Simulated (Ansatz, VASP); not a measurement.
**Two plane-wave programs on PtS2**

```
Pt S
1.0
     3.58000    0.00000    0.00000
    -1.79000    3.10037    0.00000
     0.00000    0.00000    4.93575
Pt S
1 2
Direct
  0.00000 0.00000 0.00000
  0.33333 0.66667 0.24555
  0.66667 0.33333 0.75445
```

Alike in both runs: task single point; functional PBE; k mesh 8 × 8 × 6; occupations gaussian, width 0.05 eV; non-collinear spin, spin-orbit coupling.

|  | VASP | Ansatz |
| --- | --- | --- |
| version | VASP 6.6.1 | Ansatz 0.2.0 |
| potentials or method | VASP PAW PBE potentials, release 64 (Pt, S), cutoff 520 eV | plane waves, PAW |
| valence electrons in the cell | 22 | 30 |

|  | VASP | Ansatz | Ansatz less VASP |
| --- | --- | --- | --- |
| pressure (GPa) | 2.6 | 2.9 | +0.31 |
| traceless stress, the component that is largest in VASP (GPa) | 0.20 | 0.09 | -0.114 |
| rms of the force components (eV/Å) | 0.008 | 0.018 | +0.0103 |

Atom by atom the forces differ by 0.010 eV/Å (rms over components). VASP's potentials hold 22 valence electrons a cell and Ansatz's 30, so a difference there can come from the potentials and not from the codes.
